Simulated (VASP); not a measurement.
# SiC (Moissanite 6H) (P6_3mc) in VASP: a series of runs

SiC (Moissanite 6H) is run at these levels: PBE, PBEsol, BLYP; tasks: single point.

Program: VASP 6.6.1. These are calculated values, not measurements. Logs are shortened: lines on timing, memory, paths and dates and some standing lists are left out, and cuts for length are marked.

## Step 1: The cell of the first run

Symmetry: P6_3mc, No. 186, hexagonal system. The conventional cell has a = 3.156 Å, b = 3.156 Å, c = 15.468 Å, α = 90.00°, β = 90.00°, γ = 120.00°. Si (site symmetry 3m) has 4 C at 1.93 Å within 2.6 Å. Si (site symmetry 3m) has 4 C at 1.93 Å within 2.6 Å. Within 2.6 Å of Si (site symmetry 3m) lie 4 C at 1.93 Å. C (site symmetry 3m) has 4 Si at 1.93 Å within 2.6 Å. Within 2.6 Å of C (site symmetry 3m) lie 4 Si at 1.93 Å. C (site symmetry 3m) has 4 Si at 1.93 Å within 2.6 Å.

## Step 2: Single point, PBE

The input, INCAR:

```
SYSTEM = SiC
ALGO = Normal
EDIFF = 1E-7
ENCUT = 520
GGA = PE
ISIF = 2
ISMEAR = -1
LASPH = .True.
LCHARG = .True.
LELF = .True.
LREAL = .False.
LVHAR = .True.
LWAVE = .False.
NBANDS = 36
NELM = 80
PREC = Accurate
SIGMA = 0.05
```

The input, KPOINTS:

```
k-points
0
Gamma
  10 10 2
  0 0 0
```

The input, POSCAR:

```
SiC
1.0
    3.1557016854      0.0000000000      0.0000000000
   -1.5778508427      2.7329178263      0.0000000000
    0.0000000000      0.0000000000     15.4675265161
Si C
6 6
Direct
    0.6666666667      0.3333333333      0.4583000000
    0.3333333333      0.6666666667      0.9583000000
    0.6666666667      0.3333333333      0.7917000000
    0.3333333333      0.6666666667      0.2917000000
    0.0000000000      0.0000000000      0.6250000000
    0.0000000000      0.0000000000      0.1250000000
    0.6666666667      0.3333333333      0.3333000000
    0.3333333333      0.6666666667      0.8333000000
    0.6666666667      0.3333333333      0.6667000000
    0.3333333333      0.6666666667      0.1667000000
    0.0000000000      0.0000000000      0.5000000000
    0.0000000000      0.0000000000      0.0000000000
```

Potentials or basis: VASP PAW PBE potentials, release 64 (Si, C).

Started as:

```
$ cat potpaw_PBE.64/Si/POTCAR potpaw_PBE.64/C/POTCAR > POTCAR
$ mpirun -np 1 vasp_std > vasp.out
```

OUTCAR:

```text
SYSTEM = SiC
   EDIFF = 1E-7
   ENCUT = 520
   GGA = PE
   ISIF = 2
   ISMEAR = -1
   LASPH = .True.
   LREAL = .False.
   NELM = 80
   PREC = Accurate

 ion  position               nearest neighbor table
   1  0.667  0.333  0.458-  11 1.93  11 1.93  11 1.93   7 1.93
   2  0.333  0.667  0.958-  12 1.93  12 1.93  12 1.93   8 1.93
   3  0.667  0.333  0.792-   8 1.93   8 1.93   8 1.93   9 1.93
   4  0.333  0.667  0.292-   7 1.93   7 1.93   7 1.93  10 1.93
   5  0.000  0.000  0.625-   9 1.93   9 1.93   9 1.93  11 1.93
   6  0.000  0.000  0.125-  10 1.93  10 1.93  10 1.93  12 1.93
   7  0.667  0.333  0.333-   4 1.93   4 1.93   4 1.93   1 1.93
   8  0.333  0.667  0.833-   3 1.93   3 1.93   3 1.93   2 1.93
   9  0.667  0.333  0.667-   5 1.93   5 1.93   5 1.93   3 1.93
  10  0.333  0.667  0.167-   6 1.93   6 1.93   6 1.93   4 1.93
  11  0.000  0.000  0.500-   1 1.93   1 1.93   1 1.93   5 1.93
  12  0.000  0.000  0.000-   2 1.93   2 1.93   2 1.93   6 1.93

  LATTYP: Found a hexagonal cell.
 ALAT       =     3.1557016854
 C/A-ratio  =     4.9014539580

  Lattice vectors:

 A1 = (   3.1557016854,   0.0000000000,   0.0000000000)
 A2 = (  -1.5778508427,   2.7329178263,   0.0000000000)
 A3 = (   0.0000000000,   0.0000000000,  15.4675265161)

Analysis of symmetry for initial positions (statically):
=====================================================================
 Subroutine PRICEL returns:
 Original cell was already a primitive cell.

 Routine SETGRP: Setting up the symmetry group for a
 hexagonal supercell.

 Subroutine GETGRP returns: Found 12 space group operations
 (whereof  6 operations were pure point group operations)
 out of a pool of 24 trial point group operations.

The static configuration has the point symmetry C_3v.
 The point group associated with its full space group is C_6v.

Analysis of symmetry for dynamics (positions and initial velocities):
=====================================================================
 Subroutine PRICEL returns:
 Original cell was already a primitive cell.

 Routine SETGRP: Setting up the symmetry group for a
 hexagonal supercell.

 Subroutine GETGRP returns: Found 12 space group operations
 (whereof  6 operations were pure point group operations)
 out of a pool of 24 trial point group operations.

The dynamic configuration has the point symmetry C_3v.
 The point group associated with its full space group is C_6v.
[... 122 lines left out ...]
   NSW    =      0    number of steps for IOM
   IBRION =     -1    ionic relax: 0-MD 1-quasi-New 2-CG
   NFREE  =      0    steps in history (QN), initial steepest desc. (CG)
   ISIF   =      2    stress and relaxation
   ISYM   =      2    0-nonsym 1-usesym 2-fastsym
   POTIM  = 0.5000    time-step for ionic-motion
   TEBEG  =    0.0;   TEEND  =   0.0 temperature during run
   PSTRESS=    0.0 pullay stress
   NELECT =      48.0000    total number of electrons
   NUPDOWN=      -1.0000    fix difference up-down
   EMIN   =  10.00;   EMAX   =-10.00  energy-range for DOS
   EFERMI =   0.00;   METHOD = LEGACY
   ISMEAR =    -1;   SIGMA  =   0.05  broadening in eV -4-tet -1-fermi 0-gaus
   EFERMI_NEDOS =   21; number of points for ismear=-14 and -15
   IALGO  =     38    algorithm
   IMIX   =      4    mixing-type and parameters
     AMIX     =   0.40;   BMIX     =  1.00
     AMIX_MAG =   1.60;   BMIX_MAG =  1.00
  volume/ion in A,a.u.               =      11.12        75.02
  Fermi-wavevector in a.u.,A,eV,Ry     =   1.164414  2.200424 18.447597  1.355860
  Thomas-Fermi vector in A             =   2.300952
   LORBIT       =      0    0 simple, 1 ext, 2 COOP (PROOUT), +10 PAW based schemes
   GGA     = PE    functional components
   LHFCALC =     F    Hartree Fock is set to
   AEXX    =    0.0000 exact exchange contribution
   IVDW    =     0    specifies the selected vdW correction
   LEPSILON=     F    determine dielectric tensor
   LRPA    =     F    only Hartree local field effects (RPA)
 non-spin polarized calculation
  energy-cutoff  :      520.00
  volume of cell :      133.40
 maximum number of plane-waves:      3616
 NGX is ok and might be reduce to    24
   NGX = 11   NGY = 11   NGZ = 57

 number of electron      48.0000000 magnetization

 Free energy of the ion-electron system (eV)
  ---------------------------------------------------
  ext. energy  EPLUGINS =         0.00000000
  ---------------------------------------------------
  free energy    TOTEN  =       -90.10886049 eV

  energy without entropy =      -90.10886049  energy(sigma->0) =      -90.10886049

 E-fermi :   8.3961     XC(G=0): -11.0433

 val. band max:        7.3680513333   @ k =   0.0000   0.0000   0.0000
 cond. band min:       9.4033634986   @ k =   0.5000   0.0000   0.0000
 fundamental gap:      2.0353121653
 Fermi energy:         8.3961333853

 k-point     1 :       0.0000    0.0000    0.0000
  band No.  band energies     occupation
      1      -7.5367      2.00000
      2      -7.0471      2.00000
      3      -7.0064      2.00000
      4      -5.6072      2.00000
      5      -5.5766      2.00000
      6      -4.2188      2.00000
[... 925 lines left out ...]
     35      14.5035      0.00000
     36      14.5035      0.00000

 [... further k-points ...]
[... 5 lines left out ...]
  --------------------------------------------------------------------------------------
  -------------------------------------------------------------------------------------
  Total       -9.2766484     -9.2766484     -8.6805603      0.0000000      0.0000000      0.0000000
  in kB     -111.4187534   -111.4187534   -104.2593358      0.0000000      0.0000000      0.0000000
  external PRESSURE =    -109.0322809 kB  Pullay stress =       0.0000000 kB

 VOLUME and BASIS-vectors are now :
 -----------------------------------------------------------------------------
  energy-cutoff  :      520.00
  volume of cell :      133.40
      direct lattice vectors                 reciprocal lattice vectors
     3.155701685  0.000000000  0.000000000     0.316886734  0.182954641  0.000000000
    -1.577850843  2.732917826  0.000000000     0.000000000  0.365909282  0.000000000
     0.000000000  0.000000000 15.467526516     0.000000000  0.000000000  0.064651578

 POSITION                                       TOTAL-FORCE (eV/Angst)
 -----------------------------------------------------------------------------------
      1.57785      0.91097      7.08877        -0.000000      0.000000      0.046232
     -0.00000      1.82195     14.82253         0.000000     -0.000000      0.046232
      1.57785      0.91097     12.24564        -0.000000     -0.000000      0.019595
     -0.00000      1.82195      4.51188         0.000000      0.000000      0.019595
      0.00000      0.00000      9.66720        -0.000000     -0.000000      0.045353
      0.00000      0.00000      1.93344         0.000000      0.000000      0.045353
      1.57785      0.91097      5.15533         0.000000     -0.000000     -0.011732
     -0.00000      1.82195     12.88909        -0.000000      0.000000     -0.011732
      1.57785      0.91097     10.31220         0.000000      0.000000      0.033197
     -0.00000      1.82195      2.57844        -0.000000      0.000000      0.033197
      0.00000      0.00000      7.73376        -0.000000     -0.000000     -0.132644
      0.00000      0.00000      0.00000        -0.000000     -0.000000     -0.132644
 -----------------------------------------------------------------------------------
    total drift:                               -0.000000     -0.000000      0.000228

  FREE ENERGIE OF THE ION-ELECTRON SYSTEM (eV)
  ---------------------------------------------------
  free  energy   TOTEN  =       -90.1088604892 eV

  energy  without entropy=      -90.1088604890  energy(sigma->0) =      -90.10886049
```

OSZICAR:

```text
N       E                     dE             d eps       ncg     rms          rms(c)
DAV:   1     0.122215893648E+03    0.12222E+03   -0.21527E+04  2016   0.120E+03
DAV:   2    -0.876092851167E+02   -0.20983E+03   -0.19682E+03  2652   0.202E+02
DAV:   3    -0.998835581041E+02   -0.12274E+02   -0.12182E+02  2644   0.466E+01
DAV:   4    -0.100089068989E+03   -0.20551E+00   -0.20499E+00  2600   0.688E+00
DAV:   5    -0.100093862018E+03   -0.47930E-02   -0.47882E-02  2536   0.101E+00    0.199E+01
DAV:   6    -0.902791202790E+02    0.98147E+01   -0.30689E+01  2480   0.200E+01    0.872E+00
DAV:   7    -0.901537162615E+02    0.12540E+00   -0.26960E+00  2752   0.621E+00    0.391E+00
DAV:   8    -0.901118477424E+02    0.41869E-01   -0.16060E-01  2448   0.165E+00    0.126E+00
DAV:   9    -0.901078980162E+02    0.39497E-02   -0.26177E-02  2516   0.750E-01    0.191E-01
DAV:  10    -0.901086928669E+02   -0.79485E-03   -0.25858E-03  2576   0.211E-01    0.986E-02
DAV:  11    -0.901088551626E+02   -0.16230E-03   -0.43952E-04  2356   0.107E-01    0.209E-02
DAV:  12    -0.901088581040E+02   -0.29413E-05   -0.17190E-05  2596   0.204E-02    0.885E-03
DAV:  13    -0.901088598576E+02   -0.17536E-05   -0.16770E-06  2516   0.602E-03    0.161E-03
DAV:  14    -0.901088602133E+02   -0.35575E-06   -0.17010E-07  1940   0.203E-03    0.832E-04
DAV:  15    -0.901088604605E+02   -0.24717E-06   -0.92124E-08  1584   0.155E-03    0.635E-04
DAV:  16    -0.901088604892E+02   -0.28714E-07   -0.84256E-09  1396   0.548E-04
   1 F= -.90108860E+02 E0= -.90108860E+02  d E =-.203198E-09
```

Wall time 2.3 min (1 thread of Intel Xeon 6975P-C, shared host); peak memory 0.29 GiB.

What came out:

```
Free energy            : -90.1089 eV
Pressure               : -10.9 GPa
Largest force          : 0.133 eV/Å
Band gap on the k mesh : 2.04 eV, indirect (least direct gap 3.11 eV)
```

Forces on the atoms (eV/Å):
```
Si   0.000  0.000  0.046
Si   0.000  0.000  0.046
Si   0.000  0.000  0.020
Si   0.000  0.000  0.020
Si   0.000  0.000  0.045
Si   0.000  0.000  0.045
C    0.000  0.000 -0.012
C    0.000  0.000 -0.012
C    0.000  0.000  0.033
C    0.000  0.000  0.033
C    0.000  0.000 -0.133
C    0.000  0.000 -0.133
```

A k mesh can miss the band edges.

## Step 3: Single point, PBEsol

This run uses another cell than the first one, of 9.86 Å³/atom, 0.887 times its volume.

The input, INCAR:

```
SYSTEM = SiC
PREC = Accurate
ENCUT = 520
EDIFF = 1E-6
ISMEAR = -1
SIGMA = 0.05
LREAL = .False.
LASPH = .True.
NELM = 60
ALGO = Normal
ISIF = 2
LWAVE = .False.
LCHARG = .False.
GGA = PS
NBANDS = 36
```

The input, KPOINTS:

```
Automatic mesh
0
Gamma
  10 10 2
  0 0 0
```

POSCAR, as its differences from that of step 2:

```diff
@@ -2,5 +2,5 @@
 1.0
-    3.1557016854      0.0000000000      0.0000000000
-   -1.5778508427      2.7329178263      0.0000000000
-    0.0000000000      0.0000000000     15.4675265161
+    3.0318190065      0.0000000000      0.0000000000
+   -1.5159095032      2.6256322793      0.0000000000
+    0.0000000000      0.0000000000     14.8603212692
 Si C
```

Potentials or basis: VASP PAW PBE potentials, release 64 (Si, C).

Started as:

```
$ cat potpaw_PBE.64/Si/POTCAR potpaw_PBE.64/C/POTCAR > POTCAR
$ mpirun -np 1 vasp_std > vasp.out
```

Run time: 3.5 min. Hardware: 1 thread of AMD EPYC 7R13, shared host; peak memory 0.25 GiB.

The run converged. Its results:

- Free energy: -95.2912 eV
- Pressure: 11.9 GPa
- Largest force: 0.154 eV/Å
- Band gap on the k mesh: 1.89 eV, indirect (least direct gap 3.01 eV)

Forces on the atoms (eV/Å):
```
Si   0.000  0.000  0.065
Si   0.000  0.000  0.065
Si   0.000  0.000  0.031
Si   0.000  0.000  0.031
Si   0.000  0.000  0.042
Si   0.000  0.000  0.042
C    0.000  0.000 -0.017
C    0.000  0.000 -0.017
C    0.000  0.000  0.033
C    0.000  0.000  0.033
C    0.000  0.000 -0.154
C    0.000  0.000 -0.154
```

Stress tensor (GPa, compression positive):
```
11.61  0.00  0.00
 0.00 11.61  0.00
 0.00  0.00 12.44
```

Levels at points of the mesh, in eV from the valence-band top:
| k point | band 22 | band 23 | band 24 | band 25 | band 26 | band 27 |
| --- | --- | --- | --- | --- | --- | --- |
| (0.00, 0.00, 0.00) | -0.05 | 0.00 | 0.00 | 5.52 | 5.68 | 6.12 |
| (0.50, 0.00, 0.00) | -1.83 | -1.73 | -1.11 | 1.89 | 2.11 | 3.17 |
| (0.00, 0.00, 0.50) | -0.10 | -0.10 | -0.10 | 5.59 | 5.59 | 6.34 |
| (0.50, 0.00, 0.50) | -1.77 | -1.33 | -1.33 | 1.95 | 1.95 | 3.39 |

Caveat: the PAW data sets were made with another functional, which shifts forces and pressure a little. A k mesh can miss the band edges.

## Step 4: Single point, BLYP

This run uses another cell than the first one, of 9.86 Å³/atom, 0.887 times its volume.

The input, INCAR:

```
  AGGAC = 1.0
  AGGAX = 1.0
  ALDAC = 0.0
  ALDAX = 1.0
  ALGO = Normal
  EDIFF = 1E-6
  ENCUT = 520
  GGA = B5
  ISIF = 2
  ISMEAR = -1
  LASPH = T
  LCHARG = F
  LREAL = F
  LWAVE = F
  NBANDS = 36
  NELM = 100
  PREC = Accurate
  SIGMA = 0.05
```

The input, KPOINTS:

```
k-points
0
Gamma
  10 10 2
```

POSCAR is that of step 3.

Started as:

```
$ cat potpaw_PBE.64/Si/POTCAR potpaw_PBE.64/C/POTCAR > POTCAR
$ mpirun -np 1 vasp_std > vasp.out
```

Run time: 4.4 min. Hardware: 1 thread of AMD EPYC 7R13, shared host; peak memory 0.25 GiB.

It converged, with:

* Free energy: -81.3481 eV
* Pressure: 20.5 GPa
* Largest force: 0.153 eV/Å
* Band gap on the k mesh: 2.32 eV, indirect (least direct gap 3.43 eV)

Forces in eV/Å, atoms in the order of the input:
```
Si   0.000  0.000  0.054
Si   0.000  0.000  0.054
Si   0.000  0.000  0.026
Si   0.000  0.000  0.026
Si   0.000  0.000  0.045
Si   0.000  0.000  0.045
C    0.000  0.000 -0.015
C    0.000  0.000 -0.015
C    0.000  0.000  0.043
C    0.000  0.000  0.043
C    0.000  0.000 -0.153
C    0.000  0.000 -0.153
```

Stress tensor (GPa, compression positive):
```
20.23  0.00  0.00
 0.00 20.23  0.00
 0.00  0.00 21.14
```

Levels at points of the mesh, in eV from the valence-band top:
| k point | band 21 | band 22 | band 23 | band 24 | band 25 | band 26 | band 27 | band 28 |
| --- | --- | --- | --- | --- | --- | --- | --- | --- |
| (0.00, 0.00, 0.00) | -0.30 | -0.05 | 0.00 | 0.00 | 5.74 | 5.91 | 6.33 | 6.84 |
| (0.50, 0.00, 0.00) | -1.83 | -1.79 | -1.66 | -1.10 | 2.32 | 2.53 | 3.58 | 4.25 |
| (0.00, 0.00, 0.50) | -0.10 | -0.10 | -0.10 | -0.10 | 5.80 | 5.80 | 6.56 | 6.56 |
| (0.50, 0.00, 0.50) | -1.72 | -1.72 | -1.31 | -1.31 | 2.38 | 2.38 | 3.79 | 3.79 |

Caveat: the PAW data sets were made with another functional, which shifts forces and pressure a little.

## Step 5: Overview

```csv
level,cell,gap on the mesh (eV),pressure (GPa),largest force (eV/Å)
PBE,"a = 3.156, b = 3.156, c = 15.468 Å, angles 90.0, 90.0, 120.0°, 12 atoms",2.04,-10.9,0.13
PBEsol,"a = 3.032, b = 3.032, c = 14.860 Å, angles 90.0, 90.0, 120.0°, 12 atoms",1.89,11.9,0.15
BLYP,"a = 3.032, b = 3.032, c = 14.860 Å, angles 90.0, 90.0, 120.0°, 12 atoms",2.32,20.5,0.15
```

Alike in all rows: task single point; potentials or basis VASP PAW PBE potentials, release 64 (Si, C); no spin polarisation; k mesh 10 × 10 × 2; cutoff (eV) 520; smearing fermi-dirac 0.05 eV.

Caveats: the PAW data sets were made with another functional, which shifts forces and pressure a little (some runs).

Absolute energies hang on the potentials; compare differences alone.
